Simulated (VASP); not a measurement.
Input of a VASP 6.6.1 run:

INCAR

```
PREC = Accurate
ENCUT = 520
EDIFF = 1E-6
ISMEAR = 0
SIGMA = 0.05
LREAL = F
LASPH = T
NELM = 60
ALGO = Normal
ISIF = 2
LWAVE = F
LCHARG = T
LELF = T
LVHAR = T
NBANDS = 11
```

Contents of KPOINTS:

```
Automatic mesh
0
Gamma
  12 12 12
```

POSCAR

```
Si
1.0
    0.0000000000      2.7750709118      2.7007989409
    2.6265269700      0.0000000000      2.7007989409
    2.6265269700      2.7750709118      0.0000000000
Si
2
Direct
    0.5000000000      0.5000000000      0.5000000000
    0.7500000000      0.7500000000      0.7500000000
```

Potentials or basis: VASP PAW LDA potentials, release 64 (Si).

The run is started by

```sh
$ cat potpaw_LDA.64/Si/POTCAR > POTCAR
$ mpirun -np 1 vasp_std > vasp.out
```

What does it give for the pressure?

0.1 GPa.

Stress tensor (GPa, compression positive):
```
 2.57  0.00  0.00
 0.00 -2.69  0.00
 0.00  0.00  0.31
```

Caveat: the cell differs from its parent crystal (strain +e along x and -e along y -0.0275, strain +e along z and -e/2 along x and y +0.0000).
